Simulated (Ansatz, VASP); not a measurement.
**Pb: VASP beside Ansatz**

Contents of INCAR:

```
SYSTEM = Pb
PREC = Accurate ; ENCUT = 600
EDIFF = 1E-7 ; ISMEAR = -1
SIGMA = 0.05 ; LREAL = .FALSE.
LASPH = .TRUE. ; NELM = 150
ALGO = Normal ; ISIF = 3
LWAVE = .FALSE. ; LCHARG = .FALSE.
MAGMOM = 0 0 0 ; LORBIT = 11
LSORBIT = .TRUE. ; GGA_COMPAT = .FALSE.
LORBMOM = .TRUE. ; GGA = PE
IBRION = 2 ; NSW = 45
EDIFFG = -0.005
```

File KPOINTS:

```
regular mesh
0
G
  13 13 13
  0 0 0
```

The input POSCAR:

```
Pb
1.0
    3.2647397550      0.0000000000      0.0000000000
    0.0000000000      3.2647397550      0.0000000000
    0.0000000000      0.0000000000      3.2647397550
Pb
1
Direct
    0.0000000000      0.0000000000      0.0000000000
```

Input for Ansatz:

```yaml
crystal:
  lattice:
    - [3.264739755, 0.0, 0.0]
    - [0.0, 3.264739755, 0.0]
    - [0.0, 0.0, 3.264739755]
  atoms:
    - { symbol: Pb, position: [0.0, 0.0, 0.0] }
kpoints:
  mp_grid: { grid: [13, 13, 13] }
scf:
  occupations: { method: fermi_dirac, width: 0.05 }
hamiltonian:
  xc: pbe
  pseudopotentials: { kind: all_electron, lapw: { basis_error: 0.0005 } }
output:
  forces: true
  stress: true
  eigenvalues: true
  populations: true
relax:
  f_tol: 0.005
  max_steps: 25
  cell: {}
magnetization:
  noncollinear: true
  spin_orbit: true
```

Alike in both runs: task relaxation of cell and atoms; functional PBE; k mesh 13 × 13 × 13; occupations fermi-dirac, width 0.05 eV; non-collinear spin, spin-orbit coupling.

|  | VASP | Ansatz |
| --- | --- | --- |
| version | VASP 6.6.1 | Ansatz 0.2.0 |
| potentials or method | VASP PAW PBE potentials, release 64 (Pb_d), cutoff 600 eV | all-electron LAPW |

```csv
,VASP,Ansatz,Ansatz less VASP
relaxed volume (Å³/atom),34.88,34.80,-0.085
relaxed length of the cell vector where the two differ most in proportion (Å),3.267,3.265,-0.0026
```

Ansatz ran all-electron here, and VASP with PAW potentials.
